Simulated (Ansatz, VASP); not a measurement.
# NaF in VASP and in Ansatz

```
Na F
1.0
     0.00000    2.20714    2.43947
     2.20714    0.00000    2.43947
     2.20714    2.20714    0.00000
Na F
1 1
Direct
  0.00000 0.00000 0.00000
  0.50000 0.50000 0.50000
```

Change from the starting cell: strain -0.050 along x and y, +0.050 along z, atoms carried along.

Alike in both runs: task single point; functional PBE; k mesh 8 × 8 × 8; occupations gaussian, width 0.05 eV; no spin polarisation.

|  | VASP | Ansatz |
| --- | --- | --- |
| version | VASP 6.6.1 | Ansatz 0.2.0 |
| potentials or method | VASP PAW PBE potentials, release 64 (Na_pv, F), cutoff 520 eV | scalar-relativistic, plane waves, PAW |
| valence electrons in the cell | 14 | 16 |

```tsv
	VASP	Ansatz	Ansatz less VASP
gap on the k mesh at the Fermi level (eV)	6.52	6.54	+0.019
least direct gap on the mesh (eV)	6.52	6.54	+0.019
pressure (GPa)	6.2	6.2	+0.02
traceless stress, the component that is largest in VASP (GPa)	-6.61	-6.41	+0.204
```

The functional is the same, so the differences come from potentials, cutoffs and numerics. VASP's potentials hold 14 valence electrons a cell and Ansatz's 16, so a difference there can come from the potentials and not from the codes.
